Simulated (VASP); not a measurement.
Runs of VASP 6.6.1 on SiW (CsCl type). The structure is that of space group Pm-3m (No. 221), or close to it. The cells are those of the table. 

```csv
task,cell,cutoff (eV),gap on the mesh (eV),pressure (GPa)
relaxation of cell and atoms,"relaxed to 160 GPa from a = 2.729 Å, 2 atoms",600,none,160.0
single point,"a = 2.728 Å, 2 atoms",520,none,162.7
relaxation of cell and atoms,"relaxed to 160 GPa from a = 2.750 Å, 2 atoms",600,none,160.0
single point,"a = 2.729 Å, 2 atoms",520,none,(a)
```

Alike in all rows: level PBE; potentials or basis VASP PAW PBE potentials, release 64 (W_sv, Si); no spin polarisation; k mesh 15 × 15 × 15; smearing fermi-dirac 0.1 eV.

Estimate the missing entries.

(a) 161.6.

Caveats: spin-orbit coupling is left out, which moves the levels of the heavy elements; the cell is relaxed towards a set pressure, so the enthalpy falls and the energy may rise (some runs).

A k mesh can miss the band edges, and the runs leave out spin-orbit coupling on W.

A gap of «none» marks levels without a gap at the run's occupations.
